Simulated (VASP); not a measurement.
CaF: single point with PBE

Crystal: CaF.

```
CELL_PARAMETERS angstrom
5.62546 0.00000 0.00000
0.00000 5.62546 0.00000
0.00000 0.00000 5.62546
ATOMIC_POSITIONS crystal
Ca 0.25029 0.25029 0.25029
Ca 0.24971 0.74971 0.75029
Ca 0.75029 0.24971 0.74971
Ca 0.74971 0.75029 0.24971
F 0.00067 0.00067 0.00067
F 0.49933 0.99933 0.50067
F 0.50067 0.49933 0.99933
F 0.99933 0.50067 0.49933
```

```
Program             : VASP 6.6.1
Task                : single point
Functional          : PBE
Potentials or basis : VASP PAW PBE potentials, release 64 (Ca_sv, F)
Cutoff              : 520 eV
k mesh              : 4 × 4 × 4
Occupations         : gaussian, width 0.1 eV
Spin                : no spin polarisation
```

```
Pressure               : -0.2 GPa
Largest force          : 0.005 eV/Å
Band gap on the k mesh : zero (bands 34 and 35 overlap by 0.40 eV)
```

Forces on the atoms (eV/Å):
```
Ca  -0.002 -0.002 -0.002
Ca   0.002  0.002 -0.002
Ca  -0.002  0.002  0.002
Ca   0.002 -0.002  0.002
F   -0.003 -0.003 -0.003
F    0.003  0.003 -0.003
F   -0.003  0.003  0.003
F    0.003 -0.003  0.003
```

Levels at points of the mesh, in eV from the Fermi level:
```
           k point  band 30  band 31  band 32  band 33  band 34  band 35  band 36  band 37  band 38  band 39
(0.00, 0.00, 0.00)    -7.10    -7.09    -7.09    -2.52     0.09     0.09     0.09     0.73     0.73     0.73
(0.50, 0.00, 0.00)    -7.18    -7.10    -7.10    -0.96    -0.96     0.12     0.12     0.91     0.91     1.38
(0.50, 0.50, 0.00)    -7.17    -7.17    -7.17    -0.21    -0.21    -0.20    -0.20     1.80     1.80     1.80
(0.50, 0.50, 0.50)    -7.18    -7.18    -7.18     0.20     0.20     0.20     0.20     1.89     1.89     1.89
```

Wall time 2.8 min on 1 thread of Intel Xeon 8259CL, with other jobs on the host, peak memory 0.28 GiB.
